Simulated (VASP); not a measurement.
Runs of VASP 6.6.1 on KBr. The structure is that of space group Fm-3m (No. 225), or close to it. The cells are those of the table. 

```tsv
cell	gap on the mesh (eV)	pressure (GPa)
a = 4.750, b = 4.750, c = 4.656 Å, angles 60.7, 60.7, 58.7°, 2 atoms	4.20	-0.6
a = 5.029 Å, angles 60.0°, 2 atoms	3.81	-2.1
a = 4.284 Å, angles 60.0°, 2 atoms	5.03	6.6
a = 4.470 Å, angles 60.0°, 2 atoms	4.62	(b)
a = 4.937, b = 4.937, c = 4.843 Å, angles 60.6, 60.6, 58.7°, 2 atoms	3.95	-1.7
a = 4.843 Å, angles 60.0°, 2 atoms	4.03	-1.5
a = 4.378, b = 4.378, c = 4.284 Å, angles 60.7, 60.7, 58.6°, 2 atoms	4.84	(a)
```

Alike in all rows: task single point; level PBEsol; potentials or basis VASP PAW PBE potentials, release 64 (K_sv, Br); no spin polarisation; k mesh 6 × 6 × 6; cutoff (eV) 520; smearing gaussian 0.05 eV.

Q: Fill in the values left out.

A: (a) 5.1; (b) 2.2.

Caveats: the PAW data sets were made with another functional, which shifts forces and pressure a little.

A k mesh can miss the band edges, and the runs leave out spin-orbit coupling on Br.
